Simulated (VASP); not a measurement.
# Al12NO in VASP: further runs

Al12NO is run at these levels: PBE; tasks: single point.

All numbers are computed with VASP 6.6.1; they aren't measurements. Logs are shortened: lines on timing, memory, paths and dates and some standing lists are left out, and cuts for length are marked.

## 1. The cell of the first run

The cell holds a slab with vacuum, 14 atoms: a = 5.714 Å, b = 5.714 Å, c = 22.175 Å, α = 90.00°, β = 90.00°, γ = 90.00°.

## 2. Single point, PBE, collinear spin, ferromagnetic start

INCAR reads:

```
SYSTEM = Al12NO
ALGO = Normal ; DIPOL = 0.5 0.5 0.295
EDIFF = 1E-6 ; ENCUT = 520
GGA = PE ; IDIPOL = 3
ISIF = 2 ; ISMEAR = 0
ISPIN = 2 ; LASPH = .True.
LCHARG = .False. ; LDIPOL = .True.
LORBIT = 11 ; LREAL = .False.
LWAVE = .False. ; MAGMOM = 0 0 0 0 0 0 0 0 0 0 0 0 1 0
NBANDS = 40 ; NELM = 150
PREC = Accurate ; SIGMA = 0.1
```

KPOINTS reads:

```
k-points
0
Gamma
  5 5 1
  0 0 0
```

POSCAR reads:

```
Al12NO
1.0
    5.7143028096      0.0000000000      0.0000000000
    0.0000000000      5.7143028096      0.0000000000
    0.0000000000      0.0000000000     22.1750227966
Al N O
12 1 1
Direct
    0.2500000000      0.2500000000      0.1803831291
    0.2500000000      0.7500000000      0.1803831291
    0.7500000000      0.2500000000      0.1803831291
    0.7500000000      0.7500000000      0.1803831291
    0.0000000000      0.0000000000      0.2744094953
    0.0000000000      0.5000000000      0.2744094953
    0.5000000000      0.0000000000      0.2744094953
    0.5000000000      0.5000000000      0.2744094953
    0.2500000000      0.2500000000      0.3686590481
    0.2500000000      0.7500000000      0.3686590481
    0.7500000000      0.2500000000      0.3686590481
    0.7500000000      0.7500000000      0.3686590481
    0.2685631924      0.5000000000      0.4191663243
    0.7314368076      0.5000000000      0.4191663243
```

Potentials or basis: VASP PAW PBE potentials, release 64 (Al, N, O).

Started as:

```sh
> cat potpaw_PBE.64/Al/POTCAR potpaw_PBE.64/N/POTCAR potpaw_PBE.64/O/POTCAR > POTCAR
> mpirun -np 1 vasp_std > vasp.out
```

OUTCAR:

```text
SYSTEM = Al12NO
   EDIFF = 1E-6
   ENCUT = 520
   GGA = PE
   ISIF = 2
   ISMEAR = 0
   ISPIN = 2
   LASPH = .True.
   LORBIT = 11
   LREAL = .False.
   NELM = 150
   PREC = Accurate

 ion  position               nearest neighbor table
   1  0.250  0.250  0.180-   2 2.86   3 2.86   2 2.86   3 2.86   7 2.90   8 2.90   5 2.90   6 2.90

   2  0.250  0.750  0.180-   1 2.86   4 2.86   1 2.86   4 2.86   7 2.90   8 2.90   5 2.90   6 2.90

   3  0.750  0.250  0.180-   1 2.86   4 2.86   4 2.86   1 2.86   7 2.90   8 2.90   5 2.90   6 2.90
[... 4 lines left out ...]
                            11 2.91  12 2.91   9 2.91  10 2.91
   6  0.000  0.500  0.274-   5 2.86   8 2.86   5 2.86   8 2.86   1 2.90   2 2.90   3 2.90   4 2.90
                            11 2.91  12 2.91   9 2.91  10 2.91
   7  0.500  0.000  0.274-   5 2.86   8 2.86   8 2.86   5 2.86   1 2.90   2 2.90   3 2.90   4 2.90
                            11 2.91  12 2.91   9 2.91  10 2.91
   8  0.500  0.500  0.274-   6 2.86   7 2.86   7 2.86   6 2.86   1 2.90   2 2.90   3 2.90   4 2.90
                            11 2.91  12 2.91   9 2.91  10 2.91
   9  0.250  0.250  0.369-  13 1.82  11 2.86  10 2.86  10 2.86  11 2.86   6 2.91   7 2.91   8 2.91
                             5 2.91
  10  0.250  0.750  0.369-  13 1.82  12 2.86   9 2.86   9 2.86  12 2.86   6 2.91   7 2.91   8 2.91
                             5 2.91
  11  0.750  0.250  0.369-  14 1.82  12 2.86   9 2.86  12 2.86   9 2.86   6 2.91   7 2.91   8 2.91
                             5 2.91
  12  0.750  0.750  0.369-  14 1.82  11 2.86  10 2.86  11 2.86  10 2.86   6 2.91   7 2.91   8 2.91
                             5 2.91
  13  0.269  0.500  0.419-   9 1.82  10 1.82
  14  0.731  0.500  0.419-  11 1.82  12 1.82

  LATTYP: Found a simple tetragonal cell.
 ALAT       =     5.7143028096
 C/A-ratio  =     3.8806173798

  Lattice vectors:

 A1 = (   5.7143028096,   0.0000000000,   0.0000000000)
 A2 = (   0.0000000000,   5.7143028096,   0.0000000000)
 A3 = (   0.0000000000,   0.0000000000,  22.1750227966)

Analysis of symmetry for initial positions (statically):
=====================================================================
 Subroutine PRICEL returns:
 Original cell was already a primitive cell.

 Routine SETGRP: Setting up the symmetry group for a
 simple tetragonal supercell.

 Subroutine GETGRP returns: Found  2 space group operations
 (whereof  2 operations were pure point group operations)
 out of a pool of 16 trial point group operations.

[... 544 lines left out ...]
      1     -19.2254      1.00000
      2     -14.5861      1.00000
      3     -11.3806      1.00000
      4      -9.0334      1.00000
      5      -7.4151      1.00000
      6      -7.1270      1.00000
[... 331 lines left out ...]
     34       1.4329      0.00000
     35       1.7171      0.00000
 [bands above 35 left out]

------------------------ aborting loop because EDIFF is reached ----------------------------------------

 vacuum level on the upper side and lower side of the slab       (xc-potential included)         0.852        -0.849

  FORCE on cell =-STRESS in cart. coord.  units (eV):
  Direction    XX          YY          ZZ          XY          YZ          ZX
  --------------------------------------------------------------------------------------
  -------------------------------------------------------------------------------------
  Total       -2.1354571    -11.1955052     -2.2812156      0.0000000      0.0000000      0.2117762
  in kB       -4.7250983    -24.7721500     -5.0476164      0.0000000      0.0000000      0.4685945
  external PRESSURE =     -11.5149549 kB  Pullay stress =       0.0000000 kB

 VOLUME and BASIS-vectors are now :
 -----------------------------------------------------------------------------
  energy-cutoff  :      520.00
  volume of cell :      724.09
      direct lattice vectors                 reciprocal lattice vectors
     5.714302810  0.000000000  0.000000000     0.174999476  0.000000000  0.000000000
     0.000000000  5.714302810  0.000000000     0.000000000  0.174999476  0.000000000
     0.000000000  0.000000000 22.175022797     0.000000000  0.000000000  0.045095782

 POSITION                                       TOTAL-FORCE (eV/Angst)
 -----------------------------------------------------------------------------------
      1.42858      1.42858      4.00000        -0.016863     -0.045133      0.055271
      1.42858      4.28573      4.00000        -0.016863      0.045133      0.055271
      4.28573      1.42858      4.00000         0.017064      0.060947     -0.021199
      4.28573      4.28573      4.00000         0.017064     -0.060947     -0.021199
      0.00000      0.00000      6.08504        -0.008931      0.000000      0.124473
      0.00000      2.85715      6.08504        -0.162463      0.000000     -0.252753
      2.85715      0.00000      6.08504         0.013386      0.000000      0.177302
      2.85715      2.85715      6.08504         0.146470      0.000000     -0.284225
      1.42858      1.42858      8.17502        -0.083088     -0.216906      0.252291
      1.42858      4.28573      8.17502        -0.083088      0.216906      0.252291
      4.28573      1.42858      8.17502         0.004111      0.578085      0.928399
      4.28573      4.28573      8.17502         0.004111     -0.578085      0.928399
      1.53465      2.85715      9.29502        -0.289188      0.000000     -0.674066
      4.17965      2.85715      9.29502         0.458279      0.000000     -1.520254
 -----------------------------------------------------------------------------------
    total drift:                                0.000056     -0.000000     -0.000588

  FREE ENERGIE OF THE ION-ELECTRON SYSTEM (eV)
  ---------------------------------------------------
  free  energy   TOTEN  =       -56.5635909431 eV

  energy  without entropy=      -56.5311476714  energy(sigma->0) =      -56.54736931

 vacuum level on the upper side and lower side of the slab         4.690         2.947

 total charge

# of ion       s       p       d       tot
------------------------------------------
    1        0.471   0.285   0.000   0.756
    2        0.471   0.285   0.000   0.756
    3        0.465   0.291   0.000   0.756
    4        0.465   0.291   0.000   0.756
    5        0.435   0.317   0.000   0.752
    6        0.433   0.333   0.000   0.767
    7        0.432   0.319   0.000   0.751
    8        0.434   0.333   0.000   0.767
    9        0.425   0.364   0.000   0.789
   10        0.425   0.364   0.000   0.789
   11        0.416   0.331   0.000   0.748
   12        0.416   0.331   0.000   0.748
   13        1.305   2.301   0.000   3.605
   14        1.582   3.403   0.000   4.985
--------------------------------------------------
tot          8.177   9.549   0.000  17.726

 magnetization (x)

# of ion       s       p       d       tot
------------------------------------------
    1       -0.002  -0.000   0.000  -0.002
    2       -0.002  -0.000   0.000  -0.002
    3        0.000  -0.002   0.000  -0.002
    4        0.000  -0.002   0.000  -0.002
    5       -0.000  -0.002   0.000  -0.002
    6        0.001   0.000   0.000   0.001
    7        0.000  -0.001   0.000  -0.001
    8        0.001  -0.000   0.000   0.001
    9       -0.002  -0.002   0.000  -0.004
   10       -0.002  -0.002   0.000  -0.004
   11        0.000  -0.001   0.000  -0.001
   12        0.000  -0.001   0.000  -0.001
   13        0.006   0.215   0.000   0.220
   14        0.001   0.083   0.000   0.084
--------------------------------------------------
tot          0.002   0.283   0.000   0.286
```

OSZICAR:

```text
N       E                     dE             d eps       ncg     rms          rms(c)
DAV:   1     0.235551228734E+03    0.23555E+03   -0.14223E+04  1440   0.831E+02
DAV:   2    -0.141128403333E+02   -0.24966E+03   -0.23263E+03  2048   0.161E+02
DAV:   3    -0.624672522091E+02   -0.48354E+02   -0.45795E+02  2112   0.638E+01
[... 29 lines left out ...]
DAV:  33    -0.565635562228E+02   -0.17423E-04   -0.13192E-06  1448   0.325E-03    0.104E-03
DAV:  34    -0.565635722546E+02   -0.16032E-04   -0.94551E-07  1264   0.238E-03    0.110E-03
DAV:  35    -0.565635858253E+02   -0.13571E-04   -0.77241E-07  1432   0.191E-03    0.417E-04
DAV:  36    -0.565635901451E+02   -0.43198E-05   -0.24849E-07  1312   0.114E-03    0.493E-04
DAV:  37    -0.565635909431E+02   -0.79796E-06   -0.74252E-08  1240   0.783E-04
   1 F= -.56563591E+02 E0= -.56547369E+02  d E =-.324433E-01  mag=     0.3265
```

stdout:

```text
POSCAR found type information on POSCAR AlN O
 POSCAR found :  3 types and      14 ions
 scaLAPACK will be used
 LDA part: xc-table for (Slater+PW92), standard interpolation
 POSCAR, INCAR and KPOINTS ok, starting setup
 FFT: planning ... GRIDC
 FFT: planning ... GRID_SOFT
 FFT: planning ... GRID
 WAVECAR not read
 entering main loop
```

It took 30 min on 1 thread of Oxide Virtual Turin-like, shared host; peak memory 1 GiB.

Results:

| Quantity | Value |
| --- | --- |
| Free energy | -56.5636 eV |
| Largest force | 1.588 eV/Å |
| Net moment | 0.33 μB per cell |
| Site moments | Al -0.00, +0.00 (each value once); N +0.22; O +0.08 μB |
| Valence electrons inside the program's atomic spheres | Al 0.76, 0.75, 0.77, 0.79 (each value once); N 3.60; O 4.99 |

Forces in eV/Å, atoms in the order of the input:
```
Al  -0.017 -0.045  0.055
Al  -0.017  0.045  0.055
Al   0.017  0.061 -0.021
Al   0.017 -0.061 -0.021
Al  -0.009  0.000  0.124
Al  -0.162  0.000 -0.253
Al   0.013  0.000  0.177
Al   0.146  0.000 -0.284
Al  -0.083 -0.217  0.252
Al  -0.083  0.217  0.252
Al   0.004  0.578  0.928
Al   0.004 -0.578  0.928
N   -0.289  0.000 -0.674
O    0.458  0.000 -1.520
```

Levels at points of the mesh, in eV from the Fermi level:
Spin up:
```tsv
k point	band 20	band 21	band 22	band 23	band 24	band 25	band 26	band 27	band 28	band 29
(0.00, 0.00, 0.00)	-1.09	-1.01	-0.52	-0.42	-0.33	-0.29	0.06	0.44	0.76	1.32
```
Spin down:
```
           k point  band 22  band 23  band 24  band 25  band 26  band 27
(0.00, 0.00, 0.00)    -0.52    -0.34    -0.33     0.04     0.14     0.45
```

## 3. Single point, PBE, collinear spin, ferromagnetic start

INCAR reads:

```
SYSTEM = Al12NO
ALGO = Normal
DIPOL = 0.5 0.5 0.301
EDIFF = 1E-6
ENCUT = 520
GGA = PE
IDIPOL = 3
ISIF = 2
ISMEAR = 0
ISPIN = 2
LASPH = .TRUE.
LCHARG = .FALSE.
LDIPOL = .TRUE.
LORBIT = 11
LREAL = .FALSE.
LWAVE = .FALSE.
MAGMOM = 0 0 0 0 0 0 0 0 0 0 0 0 1 0
NBANDS = 40
NELM = 150
PREC = Accurate
SIGMA = 0.1
```

KPOINTS reads:

```
k-points
0
G
  5 5 1
  0 0 0
```

POSCAR: that of step 2 with these lines changed.

```diff
@@ -20,3 +20,3 @@
     0.7500000000      0.7500000000      0.3686590481
-    0.2685631924      0.5000000000      0.4191663243
-    0.7314368076      0.5000000000      0.4191663243
+    0.3985003037      0.5000000000      0.4624582753
+    0.6014996963      0.5000000000      0.4624582753
```

Potentials or basis: VASP PAW PBE potentials, release 64 (Al, N, O).

Started as:

```sh
> cat potpaw_PBE.64/Al/POTCAR potpaw_PBE.64/N/POTCAR potpaw_PBE.64/O/POTCAR > POTCAR
> mpirun -np 1 vasp_std > vasp.out
```

Wall time 25 min (1 thread of Oxide Virtual Turin-like, shared host); peak memory 1 GiB.

It converged, with:

* Free energy: -53.7374 eV
* Largest force: 4.897 eV/Å
* Band gap on the k mesh: zero (filled and empty bands overlap)
* Net moment: 1.03 μB per cell
* Site moments: Al +0.00, -0.00, +0.01 (each value once); N +0.37; O +0.22 μB
* Valence electrons inside the program's atomic spheres: Al 0.76; N 3.71; O 5.12

Forces in eV/Å, atoms in the order of the input:
```
Al  -0.004 -0.047  0.050
Al  -0.004  0.047  0.050
Al   0.000 -0.009  0.034
Al   0.000  0.009  0.034
Al  -0.001  0.000  0.033
Al   0.032  0.000  0.010
Al   0.019  0.000 -0.077
Al   0.016  0.000  0.107
Al  -0.111 -0.079  0.118
Al  -0.111  0.079  0.118
Al   0.240 -0.310 -0.255
Al   0.240  0.310 -0.255
N   -4.882  0.000 -0.381
O    4.566  0.000  0.415
```

Levels at points of the mesh, in eV from the Fermi level:
Spin up:
| k point | band 21 | band 22 | band 23 | band 24 | band 25 | band 26 | band 27 | band 28 |
| --- | --- | --- | --- | --- | --- | --- | --- | --- |
| (0.00, 0.00, 0.00) | -0.95 | -0.80 | -0.44 | -0.29 | -0.27 | -0.10 | -0.04 | 0.13 |
Spin down:
| k point | band 21 | band 22 | band 23 | band 24 | band 25 | band 26 |
| --- | --- | --- | --- | --- | --- | --- |
| (0.00, 0.00, 0.00) | -0.83 | -0.77 | -0.43 | -0.18 | -0.10 | -0.06 |

Caveat: the standard files for N, O and F lose accuracy on very short bonds; a moment this small can come from the mesh or the smearing.
